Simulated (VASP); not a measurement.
Input of a VASP 6.6.1 run:

INCAR

```
  ALGO = Normal
  EDIFF = 1E-6
  ENCUT = 520
  GGA = PS
  ISIF = 2
  ISMEAR = -1
  LASPH = True
  LCHARG = False
  LREAL = False
  LWAVE = False
  NBANDS = 28
  NELM = 80
  PREC = Accurate
  SIGMA = 0.05
```

The input KPOINTS:

```
k-points
0
Gamma
  7 7 7
```

The input POSCAR:

```
BaTiO3
1.0
    4.0587165717      0.0000000000      0.0000000000
    0.0000000000      4.0587165717      0.0000000000
    0.0000000000      0.0000000000      4.0587165717
Ba Ti O
1 1 3
Direct
    0.5000000000      0.5000000000      0.5000000000
    0.0000000000      0.0000000000      0.0000000000
    0.0000000000      0.0000000000      0.5000000000
    0.0000000000      0.5000000000      0.0000000000
    0.5000000000      0.0000000000      0.0000000000
```

Potentials or basis: VASP PAW PBE potentials, release 64 (Ba_sv, Ti_sv, O).

Launch:

```bash
$ cat potpaw_PBE.64/Ba_sv/POTCAR potpaw_PBE.64/Ti_sv/POTCAR potpaw_PBE.64/O/POTCAR > POTCAR
$ mpirun -np 1 vasp_std > vasp.out
```

(1) Predict the band gap on the k mesh.

(2) Predict the pressure.

Results:

(1) 1.68 eV (least direct gap 1.80 eV).

(2) -8.8 GPa.

Caveat: the cell stands under tension; the PAW data sets were made with another functional, which shifts forces and pressure a little; spin-orbit coupling is left out, which moves the levels of the heavy elements; an odd mesh through Γ misses points on the zone boundary, where band edges can lie.
